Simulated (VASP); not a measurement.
Input of a VASP 6.6.1 run:

File INCAR:

```
PREC = Accurate
ENCUT = 600
EDIFF = 1E-6
ISMEAR = -1
SIGMA = 0.08
LREAL = False
LASPH = True
NELM = 60
ALGO = Normal
ISIF = 3
LWAVE = False
LCHARG = False
GGA = PE
IBRION = 2
NSW = 60
EDIFFG = -0.005
PSTRESS = 120.0
```

File KPOINTS:

```
Automatic mesh
0
Gamma
  14 14 14
```

File POSCAR:

```
Hf
1.0
    2.7940390408      0.0000000000      0.0000000000
    0.0000000000      2.7940390408      0.0000000000
    0.0000000000      0.0000000000      2.7940390408
Hf
1
Direct
    0.0000000000      0.0000000000      0.0000000000
```

Potentials or basis: VASP PAW PBE potentials, release 64 (Hf_pv).

The run is started by

```console
$ cat potpaw_PBE.64/Hf_pv/POTCAR > POTCAR
$ mpirun -np 1 vasp_std > vasp.out
```

Question: What does it give for the band gap on the k mesh?

Answer: Zero (band 5 reaches 5.45 eV, above the bottom of band 6 at 2.94 eV).

Question: Estimate the space group after relaxing (to 0.05 Å).

Answer: Pm-3m (No. 221).

Question: Estimate the relaxed volume.

Answer: 21.67 Å³/atom.

Question: Predict the relaxed cell.

Answer: a = 2.788 Å, b = 2.788 Å, c = 2.788 Å, α = 90.00°, β = 90.00°, γ = 90.00°.

Final structure:
```
Hf
1.0
     2.78811    0.00000    0.00000
     0.00000    2.78811    0.00000
     0.00000    0.00000    2.78811
Hf
1
Direct
  0.00000 0.00000 0.00000
```

Caveat: the cell is relaxed towards a set pressure, so the enthalpy falls and the energy may rise; spin-orbit coupling is left out, which moves the levels of the heavy elements.
